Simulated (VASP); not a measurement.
MnO: single point with LDA

Crystal: MnO.

```
CELL_PARAMETERS angstrom
3.37170 0.00000 0.00000
-1.68585 2.91998 0.00000
0.00000 0.00000 5.38550
ATOMIC_POSITIONS crystal
Mn 0.66667 0.33333 0.51096
Mn 0.33333 0.66667 0.01096
O 0.66667 0.33333 0.87547
O 0.33333 0.66667 0.37547
```

```yaml
Program: VASP 6.6.1
Task: single point
Functional: LDA
Potentials_or_basis: VASP PAW LDA potentials, release 64 (Mn_pv, O)
Cutoff: 520 eV
k_mesh: 8 × 8 × 4
Occupations: methfessel-paxton, width 0.05 eV
Spin: collinear spin, ferromagnetic start
Starting_moments: "[4.0, 4.0, 0.0, 0.0] μB"
Dipole_correction: no
Further_INCAR_settings: ALGO = Normal; EDIFF = 1e-07; NBANDS = 31
```

```
Pressure                                              : -5.0 GPa
Largest force                                         : 0.555 eV/Å
Net moment                                            : 9.82 μB per cell
Site moments                                          : Mn +4.31; O +0.21 μB
Valence electrons inside the program's atomic spheres : Mn 11.45; O 4.97
```

Forces on the atoms (eV/Å):
```
Mn   0.000  0.000 -0.555
Mn   0.000  0.000 -0.555
O    0.000  0.000  0.555
O    0.000  0.000  0.555
```

Stress tensor (GPa, compression positive):
```
-7.17  0.00  0.00
 0.00 -7.17  0.00
 0.00  0.00 -0.72
```

Levels at points of the mesh, in eV from the Fermi level:
Spin up:
| k point | band 21 | band 22 | band 23 | band 24 | band 25 | band 26 | band 27 | band 28 |
| --- | --- | --- | --- | --- | --- | --- | --- | --- |
| (0.00, 0.00, 0.00) | -0.86 | -0.86 | 0.20 | 0.20 | 0.25 | 3.80 | 5.72 | 11.58 |
| (0.50, 0.00, 0.00) | -1.83 | -1.63 | -0.64 | -0.52 | 4.01 | 4.41 | 6.00 | 7.68 |
| (0.00, 0.00, 0.50) | -0.36 | -0.36 | -0.36 | -0.36 | 1.36 | 1.36 | 8.48 | 8.48 |
| (0.50, 0.00, 0.50) | -1.09 | -1.09 | -1.02 | -1.02 | 4.01 | 4.01 | 6.23 | 6.23 |
Spin down:
```csv
k point,band 11,band 12,band 13,band 14,band 15,band 16,band 17,band 18
"(0.00, 0.00, 0.00)",-4.92,-4.92,-4.70,-4.70,-0.25,0.67,0.67,0.86
"(0.50, 0.00, 0.00)",-5.31,-4.89,-4.82,-4.61,0.14,0.19,0.99,1.25
"(0.00, 0.00, 0.50)",-4.83,-4.83,-4.83,-4.83,1.15,1.15,1.15,1.15
"(0.50, 0.00, 0.50)",-4.90,-4.90,-4.73,-4.73,0.64,0.64,1.27,1.27
```

It took 120 s on 1 thread of Intel Xeon 8259CL, on a shared host, peak memory 0.2 GiB.

Caveat: the cell stands under tension; semilocal functionals often make such compounds metallic where correlation or magnetic order opens a gap, which also shifts bond lengths; only a ferromagnetic start was run, and an antiferromagnetic order may lie lower in energy. With open d or f shells a metallic result of LDA can be an artefact of self-interaction; +U or a hybrid may open a gap.
